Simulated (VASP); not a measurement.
# CO2 (P1) in VASP: a series of runs

The runs below take CO2 through single point, with r2SCAN.

All numbers are computed with VASP 6.6.1; they aren't measurements. Logs are shortened: lines on timing, memory, paths and dates and some standing lists are left out, and cuts for length are marked.

### 1 The cell of the first run

The typed cell holds 6 atoms: a = 4.109 Å, b = 4.109 Å, c = 4.109 Å, α = 122.55°, β = 122.55°, γ = 85.63°.

### 2 Single point, r2SCAN

POSCAR

```
CO2
1.0
   -1.9747270000      1.9747270000      3.0140580000
    1.9747270000     -1.9747270000      3.0140580000
    1.9747270000      1.9747270000     -3.0140580000
C O
2 4
Direct
    0.7499815685      0.2499570081      0.4979913679
   -0.0042204338     -0.0019740474      0.0006826260
    0.7142384448      0.1327243924      0.0888413943
    0.3713522068      0.2846265480      0.4083756894
    0.0378303347      0.6244033142      0.9168398974
    0.8797615045      0.9597601575      0.5869385996
```

INCAR.step1

```
SYSTEM = CO2
PREC     = Accurate       ! precision mode
ENCUT    = 1100           ! plane-wave cutoff, eV
ISMEAR   = -1             ! smearing method
SIGMA    = 0.01           ! smearing width, eV
LREAL    = .FALSE.        ! projectors in reciprocal space
LASPH    = .TRUE.         ! aspherical terms in the spheres
NELM     = 120            ! most SCF steps
NBANDS   = 25             ! bands
GGA      = PE             ! functional
ALGO     = Normal         ! electronic algorithm
EDIFF    = 1E-5           ! SCF threshold, eV
LWAVE    = .TRUE.         ! write WAVECAR
LCHARG   = .FALSE.        ! write CHGCAR
GGA_COMPAT= .FALSE.
```

INCAR.step2

```
SYSTEM = CO2
PREC     = Accurate       ! precision mode
ENCUT    = 1100           ! plane-wave cutoff, eV
EDIFF    = 1E-6           ! SCF threshold, eV
ISMEAR   = -1             ! smearing method
SIGMA    = 0.01           ! smearing width, eV
LREAL    = .FALSE.        ! projectors in reciprocal space
LASPH    = .TRUE.         ! aspherical terms in the spheres
NELM     = 120            ! most SCF steps
ALGO     = Normal         ! electronic algorithm
ISIF     = 2              ! what is computed and relaxed
LWAVE    = .FALSE.        ! write WAVECAR
LCHARG   = .TRUE.         ! write CHGCAR
METAGGA  = R2SCAN         ! meta-GGA
LMIXTAU  = .TRUE.       
LELF     = .TRUE.         ! ELF
LVHAR    = .TRUE.       
NBANDS   = 25             ! bands
ISTART   = 1            
GGA_COMPAT= .FALSE.
```

KPOINTS

```
Automatic mesh
0
G
  3 3 3
  0 0 0
```

Potentials or basis: VASP PAW PBE potentials, release 64 (C_h, O_h).

Command:

```sh
cat potpaw_PBE.64/C_h/POTCAR potpaw_PBE.64/O_h/POTCAR > POTCAR
cp INCAR.step1 INCAR
mpirun -np 1 vasp_std > vasp.out
cp INCAR.step2 INCAR
mpirun -np 1 vasp_std > vasp.out
```

OUTCAR:

```text
SYSTEM = CO2
   PREC = Accurate
   ENCUT = 1100
   EDIFF = 1E-6
   ISMEAR = -1
   LREAL = .FALSE.
   LASPH = .TRUE.
   NELM = 120
   ISIF = 2
   METAGGA = R2SCAN
   ISTART = 1

 ion  position               nearest neighbor table
   1  0.750  0.250  0.498-   3 1.40   5 1.40   4 1.41   6 1.41
   2  0.996  0.998  0.001-   3 1.38   4 1.40   5 1.40   6 1.41
   3  0.714  0.133  0.089-   2 1.38   1 1.40
   4  0.371  0.285  0.408-   2 1.40   1 1.41
   5  0.038  0.624  0.917-   2 1.40   1 1.40
   6  0.880  0.960  0.587-   2 1.41   1 1.41

  LATTYP: Found a body centered tetragonal cell.
 ALAT       =     3.9494540000
 C/A-ratio  =     1.5263162959

  Lattice vectors:

 A1 = (  -1.9747270000,   1.9747270000,   3.0140580000)
 A2 = (   1.9747270000,  -1.9747270000,   3.0140580000)
 A3 = (   1.9747270000,   1.9747270000,  -3.0140580000)

Analysis of symmetry for initial positions (statically):
=====================================================================
 Subroutine PRICEL returns:
 Original cell was already a primitive cell.

 Routine SETGRP: Setting up the symmetry group for a
 body centered tetragonal supercell.

 Subroutine GETGRP returns: Found  1 space group operations
 (whereof  1 operations were pure point group operations)
 out of a pool of 16 trial point group operations.

The static configuration has the point symmetry C_1 .

Analysis of symmetry for dynamics (positions and initial velocities):
=====================================================================
 Subroutine PRICEL returns:
 Original cell was already a primitive cell.

 Routine SETGRP: Setting up the symmetry group for a
 body centered tetragonal supercell.

 Subroutine GETGRP returns: Found  1 space group operations
 (whereof  1 operations were pure point group operations)
 out of a pool of 16 trial point group operations.

The dynamic configuration has the point symmetry C_1 .

 Subroutine INISYM returns: Found  1 space group operations
 (whereof  1 operations are pure point group operations),
 and found     1 'primitive' translations

----------------------------------------------------------------------------------------

                                     Primitive cell

  volume of cell :      47.0138

  direct lattice vectors                    reciprocal lattice vectors
    -1.974727000  1.974727000  3.014058000     0.000000000  0.253199556  0.165889309
     1.974727000 -1.974727000  3.014058000     0.253199556  0.000000000  0.165889309
     1.974727000  1.974727000 -3.014058000     0.253199556  0.253199556  0.000000000

  length of vectors
     4.108970562  4.108970562  4.108970562     0.302703284  0.302703284  0.358078246

  position of ions in fractional coordinates (direct lattice)
     0.749981568  0.249957008  0.497991368
     0.995779566  0.998025953  0.000682626
     0.714238445  0.132724392  0.088841394
     0.371352207  0.284626548  0.408375689
     0.037830335  0.624403314  0.916839897
     0.879761505  0.959760157  0.586938600

  ion indices of the primitive-cell ions
   primitive index   ion index
                 1           1
                 2           2
                 3           3
                 4           4
                 5           5
                 6           6

----------------------------------------------------------------------------------------

 KPOINTS: Automatic mesh

Automatic generation of k-mesh.
 Grid dimensions read from file:
 generate k-points for:    3    3    3

 Generating k-lattice:

  Cartesian coordinates                     Fractional coordinates (reciprocal lattice)
     0.000000000  0.084399852  0.055296436     0.333333333 -0.000000000  0.000000000
     0.084399852  0.000000000  0.055296436    -0.000000000  0.333333333  0.000000000
     0.084399852  0.084399852  0.000000000     0.000000000  0.000000000  0.333333333

  Length of vectors
     0.100901095  0.100901095  0.119359415

  Shift w.r.t. Gamma in fractional coordinates (k-lattice)
     0.000000000  0.000000000  0.000000000

 Subroutine IBZKPT returns following result:
 ===========================================

 Found     14 irreducible k-points:

 Following reciprocal coordinates:
            Coordinates               Weight
  0.000000  0.000000  0.000000      1.000000
  0.333333 -0.000000  0.000000      2.000000
 -0.000000  0.333333  0.000000      2.000000
 -0.000000  0.333333 -0.333333      2.000000
  0.333333 -0.000000 -0.333333      2.000000
  0.333333  0.333333  0.000000      2.000000
  0.000000 -0.333333 -0.333333      2.000000
  0.333333  0.333333  0.333333      2.000000
 -0.333333  0.000000 -0.333333      2.000000
 -0.333333  0.333333  0.000000      2.000000
  0.000000  0.000000 -0.333333      2.000000
 -0.333333  0.333333  0.333333      2.000000
 -0.333333  0.333333 -0.333333      2.000000
 -0.333333 -0.333333  0.333333      2.000000
   k-points           NKPTS =     14   k-points in BZ     NKDIM =     14   number of bands    NBANDS=     25
   number of dos      NEDOS =    301   number of ions     NIONS =      6
   total plane-waves  NPLWV = 110592
   dimension x,y,z NGX =    48 NGY =   48 NGZ =   48
   dimension x,y,z NGXF=    96 NGYF=   96 NGZF=   96
   ions per type =               2   4
   NGX,Y,Z   is equivalent  to a cutoff of  19.42, 19.42, 19.42 a.u.
   NGXF,Y,Z  is equivalent  to a cutoff of  38.84, 38.84, 38.84 a.u.
 SYSTEM =  CO2
   PREC   = accura    normal or accurate (medium, high low for compatibility)
   ISTART =      1    job   : 0-new  1-cont  2-samecut
   ICHARG =      0    charge: 1-file 2-atom 10-const
   ISPIN  =      1    spin polarized calculation?
   LNONCOLLINEAR =      F non collinear calculations
   LSORBIT =      F    spin-orbit coupling
   LASPH  =      T    aspherical Exc in radial PAW
   ENCUT  = 1100.0 eV  80.85 Ry    8.99 a.u.  11.11 11.11 11.11*2*pi/ulx,y,z
   NELM   =    120;   NELMIN=  2; NELMDL=  0     # of ELM steps
   EDIFF  = 0.1E-05   stopping-criterion for ELM
   LREAL  =      F    real-space projection
   EDIFFG = 0.1E-04   stopping-criterion for IOM
   NSW    =      0    number of steps for IOM
   IBRION =     -1    ionic relax: 0-MD 1-quasi-New 2-CG
   NFREE  =      0    steps in history (QN), initial steepest desc. (CG)
   ISIF   =      2    stress and relaxation
   ISYM   =      2    0-nonsym 1-usesym 2-fastsym
   POTIM  = 0.5000    time-step for ionic-motion
   TEBEG  =    0.0;   TEEND  =   0.0 temperature during run
   PSTRESS=    0.0 pullay stress
   NELECT =      32.0000    total number of electrons
   NUPDOWN=      -1.0000    fix difference up-down
   EMIN   =  10.00;   EMAX   =-10.00  energy-range for DOS
   EFERMI =   0.00;   METHOD = LEGACY
   ISMEAR =    -1;   SIGMA  =   0.01  broadening in eV -4-tet -1-fermi 0-gaus
   EFERMI_NEDOS =   21; number of points for ismear=-14 and -15
   IALGO  =     38    algorithm
   IMIX   =      4    mixing-type and parameters
     AMIX     =   0.40;   BMIX     =  1.00
     AMIX_MAG =   1.60;   BMIX_MAG =  1.00
  volume/ion in A,a.u.               =       7.84        52.88
  Fermi-wavevector in a.u.,A,eV,Ry     =   1.440068  2.721333 28.215694  2.073795
  Thomas-Fermi vector in A             =   2.558853
   LORBIT       =      0    0 simple, 1 ext, 2 COOP (PROOUT), +10 PAW based schemes
   METAGGA = R2SCAN    functional components
   LHFCALC =     F    Hartree Fock is set to
   AEXX    =    0.0000 exact exchange contribution
   IVDW    =     0    specifies the selected vdW correction
   LEPSILON=     F    determine dielectric tensor
   LRPA    =     F    only Hartree local field effects (RPA)
 non-spin polarized calculation
  energy-cutoff  :     1100.00
  volume of cell :       47.01
 maximum number of plane-waves:      3921
 NGX is ok and might be reduce to    48
   NGX = 23   NGY = 23   NGZ = 23

 number of electron      32.0000000 magnetization

 Free energy of the ion-electron system (eV)
  ---------------------------------------------------
  ext. energy  EPLUGINS =         0.00000000
  ---------------------------------------------------
  free energy    TOTEN  =       -49.71929934 eV

  energy without entropy =      -49.71929934  energy(sigma->0) =      -49.71929934

 E-fermi :   2.6547     XC(G=0): -11.8550

 val. band max:        2.4381364073   @ k =  -0.3333   0.3333  -0.3333
 cond. band min:      11.0518473166   @ k =   0.0000   0.0000   0.0000
 fundamental gap:      8.6137109093
 Fermi energy:         2.6547303706

 k-point     1 :       0.0000    0.0000    0.0000
  band No.  band energies     occupation
      1     -22.4755      2.00000
      2     -17.4512      2.00000
      3     -17.1297      2.00000
      4     -16.6430      2.00000
      5     -12.4842      2.00000
      6      -7.2273      2.00000
[... 17 lines left out ...]
     24      18.6154      0.00000
     25      19.0170      0.00000

 k-point     2 :       0.3333   -0.0000    0.0000
  band No.  band energies     occupation
      1     -21.8282      2.00000
      2     -18.6523      2.00000
      3     -17.5440      2.00000
      4     -16.8930      2.00000
      5     -10.9748      2.00000
      6      -7.1659      2.00000
[... 17 lines left out ...]
     24      18.1786      0.00000
     25      18.6624      0.00000

 k-point     3 :      -0.0000    0.3333    0.0000
  band No.  band energies     occupation
      1     -21.8227      2.00000
      2     -18.7381      2.00000
      3     -17.2590      2.00000
      4     -17.0835      2.00000
      5     -11.0594      2.00000
      6      -7.2025      2.00000
[... 17 lines left out ...]
     24      18.1106      0.00000
     25      18.6984      0.00000

 k-point     4 :      -0.0000    0.3333   -0.3333
  band No.  band energies     occupation
      1     -21.8520      2.00000
      2     -18.5386      2.00000
      3     -17.5309      2.00000
      4     -16.9861      2.00000
      5     -11.0931      2.00000
      6      -7.0900      2.00000
[... 17 lines left out ...]
     24      18.1031      0.00000
     25      18.8364      0.00000
[... 197 lines left out ...]
 k-point    12 :      -0.3333    0.3333    0.3333
  band No.  band energies     occupation
      1     -20.8902      2.00000
      2     -19.9596      2.00000
      3     -17.5362      2.00000
      4     -17.2956      2.00000
      5      -9.3950      2.00000
      6      -7.7199      2.00000
[... 17 lines left out ...]
     24      17.9776      0.00000
     25      18.5962      0.00000

 k-point    13 :      -0.3333    0.3333   -0.3333
  band No.  band energies     occupation
      1     -21.0285      2.00000
      2     -19.7029      2.00000
      3     -17.6964      2.00000
      4     -17.2642      2.00000
      5      -9.4409      2.00000
      6      -7.5456      2.00000
[... 17 lines left out ...]
     24      18.1286      0.00000
     25      18.6277      0.00000

 k-point    14 :      -0.3333   -0.3333    0.3333
  band No.  band energies     occupation
      1     -21.5346      2.00000
      2     -18.9899      2.00000
      3     -17.6217      2.00000
      4     -17.3153      2.00000
      5      -9.8873      2.00000
      6      -7.0721      2.00000
[... 17 lines left out ...]
     24      18.0015      0.00000
     25      18.3928      0.00000

------------------------ aborting loop because EDIFF is reached ----------------------------------------

  FORCE on cell =-STRESS in cart. coord.  units (eV):
  Direction    XX          YY          ZZ          XY          YZ          ZX
  --------------------------------------------------------------------------------------
  -------------------------------------------------------------------------------------
  Total       -1.5265730     -2.3770280     -2.4980633      0.3372360      0.4631054      0.0246894
  in kB      -52.0238422    -81.0063659    -85.1311106     11.4926145     15.7820980      0.8413868
  external PRESSURE =     -72.7204396 kB  Pullay stress =       0.0000000 kB

 VOLUME and BASIS-vectors are now :
 -----------------------------------------------------------------------------
  energy-cutoff  :     1100.00
  volume of cell :       47.01
      direct lattice vectors                 reciprocal lattice vectors
    -1.974727000  1.974727000  3.014058000     0.000000000  0.253199556  0.165889309
     1.974727000 -1.974727000  3.014058000     0.253199556  0.000000000  0.165889309
     1.974727000  1.974727000 -3.014058000     0.253199556  0.253199556  0.000000000

 POSITION                                       TOTAL-FORCE (eV/Angst)
 -----------------------------------------------------------------------------------
     -0.00402      1.97081      1.51290         0.083508      0.224549     -0.559225
      0.00578     -0.00309      6.00739        -0.383170      0.067042      0.813617
     -0.97289      1.32377      2.28502        -0.039961      0.087410     -0.395679
      0.63517      0.97769      0.74629         0.104505      0.521560      0.261407
      2.96883      0.65219     -0.76740        -0.022314     -0.442810     -0.111978
      1.31702      1.00107      3.77536         0.257432     -0.457752     -0.008142
 -----------------------------------------------------------------------------------
    total drift:                               -0.000142      0.000614     -0.000158

  FREE ENERGIE OF THE ION-ELECTRON SYSTEM (eV)
  ---------------------------------------------------
  free  energy   TOTEN  =       -49.7192993426 eV

  energy  without entropy=      -49.7192993426  energy(sigma->0) =      -49.71929934
```

It took 5.6 min on 1 thread of AMD EPYC 7R43 (Zen 3), shared host; peak memory 0.31 GiB.

What came out:

```
Free energy            : -49.7193 eV
Pressure               : -7.3 GPa
Largest force          : 0.902 eV/Å
Band gap on the k mesh : 8.61 eV (least direct gap 8.80 eV)
```

Forces in eV/Å, atoms in the order of the input:
```
C    0.084  0.225 -0.559
C   -0.383  0.067  0.814
O   -0.040  0.087 -0.396
O    0.105  0.522  0.261
O   -0.022 -0.443 -0.112
O    0.257 -0.458 -0.008
```

Stress tensor (GPa, compression positive):
```
-5.20  1.15  0.08
 1.15 -8.10  1.58
 0.08  1.58 -8.51
```

Caveat: the k points lie up to 0.63 Å⁻¹ apart; the PAW data sets were made with another functional, which shifts forces and pressure a little. A k mesh can miss the band edges.

### 3 Single point, r2SCAN

POSCAR

```
CO2
1.0
   -1.9747270000      1.9747270000      3.0140580000
    1.9747270000     -1.9747270000      3.0140580000
    1.9747270000      1.9747270000     -3.0140580000
C O
2 4
Direct
    0.7547838203      0.2546959600      0.5025180696
   -0.0007527020      0.0039355410     -0.0016113620
    0.7204072417      0.1317937270      0.0948890657
    0.3724883661      0.2803135997      0.4083415075
    0.0270938626      0.6229263498      0.9109033806
    0.8769840629      0.9584862149      0.5851854459
```

INCAR.step1

```
  PREC = Accurate
  ENCUT = 1100
  ISMEAR = -1
  SIGMA = 0.01
  LREAL = F
  LASPH = T
  NELM = 120
  NBANDS = 25
  GGA = PE
  ALGO = Normal
  EDIFF = 1E-5
  LWAVE = T
  LCHARG = F
  GGA_COMPAT = F
```

INCAR.step2

```
  PREC = Accurate
  ENCUT = 1100
  EDIFF = 1E-6
  ISMEAR = -1
  SIGMA = 0.01
  LREAL = F
  LASPH = T
  NELM = 120
  ALGO = Normal
  ISIF = 2
  LWAVE = F
  LCHARG = F
  METAGGA = R2SCAN
  LMIXTAU = T
  NBANDS = 25
  ISTART = 1
  GGA_COMPAT = F
```

KPOINTS

```
regular mesh
0
Gamma
  3 3 3
```

Potentials or basis: VASP PAW PBE potentials, release 64 (C_h, O_h).

Command:

```sh
cat potpaw_PBE.64/C_h/POTCAR potpaw_PBE.64/O_h/POTCAR > POTCAR
cp INCAR.step1 INCAR
mpirun -np 1 vasp_std > vasp.out
cp INCAR.step2 INCAR
mpirun -np 1 vasp_std > vasp.out
```

Run time: 3.8 min. Hardware: 1 thread of AMD EPYC 7R43 (Zen 3), shared host; peak memory 0.31 GiB.

It converged, with:

| Quantity | Value |
| --- | --- |
| Free energy | -49.7102 eV |
| Pressure | -3.9 GPa |
| Largest force | 0.718 eV/Å |
| Band gap on the k mesh | 8.76 eV (least direct gap 9.03 eV) |

Forces in eV/Å, atoms in the order of the input:
```
C   -0.305 -0.140 -0.634
C   -0.320  0.324 -0.259
O   -0.011 -0.640 -0.087
O    0.155  0.265  0.425
O    0.110  0.450  0.361
O    0.371 -0.259  0.194
```

Stress tensor (GPa, compression positive):
```
-3.36  1.41  0.73
 1.41 -2.08  1.72
 0.73  1.72 -6.32
```

Levels at points of the mesh, in eV from the valence-band top:
| k point | band 14 | band 15 | band 16 | band 17 | band 18 | band 19 |
| --- | --- | --- | --- | --- | --- | --- |
| (0.00, 0.00, 0.00) | -0.79 | -0.59 | -0.33 | 8.76 | 9.92 | 10.18 |

Caveat: the k points lie up to 0.63 Å⁻¹ apart; the PAW data sets were made with another functional, which shifts forces and pressure a little. A k mesh can miss the band edges.
